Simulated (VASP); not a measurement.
Here is a VASP 6.6.1 calculation.

File INCAR:

```
PREC = Accurate
ENCUT = 600
EDIFF = 1E-7
ISMEAR = 0
SIGMA = 0.1
LREAL = F
LASPH = T
NELM = 80
ALGO = Normal
ISIF = 3
LWAVE = F
LCHARG = F
GGA = PE
IBRION = 2
NSW = 100
EDIFFG = -0.01
```

File KPOINTS:

```
regular mesh
0
Gamma
  12 12 8
```

POSCAR

```
SiAs3
1.0
    3.7018797157      0.0000000000      0.0000000000
   -1.8509398579      3.2059218756      0.0000000000
    0.0000000000      0.0000000000      6.5458662626
Si As
1 3
Direct
    0.0000000000      0.0000000000      0.5000000000
    0.3333333333      0.6666666667      0.7304221759
    0.6666666667      0.3333333333      0.2695778241
    0.0000000000      0.0000000000      0.0000000000
```

Potentials or basis: VASP PAW PBE potentials, release 64 (Si, As).

Launch:

```console
$ cat potpaw_PBE.64/Si/POTCAR potpaw_PBE.64/As/POTCAR > POTCAR
$ mpirun -np 1 vasp_std > vasp.out
```

Estimate the relaxed volume.

19.49 Å³/atom.

What does it give for the relaxed cell?

a = 3.700 Å, b = 3.700 Å, c = 6.574 Å, α = 90.00°, β = 90.00°, γ = 120.00°.

Estimate the band gap on the k mesh.

zero (an odd number of electrons rules out a gap without spin polarisation).

Final structure:
```
Si As
1.0
     3.70018    0.00000    0.00000
    -1.85009    3.20445    0.00000
     0.00000    0.00000    6.57396
Si As
1 3
Direct
  0.00000 0.00000 0.50000
  0.33333 0.66667 0.73059
  0.66667 0.33333 0.26942
  0.00000 0.00000 0.00000
```

Caveat: an odd number of electrons without spin polarisation forces a metal; a magnetic or distorted state may lie lower.
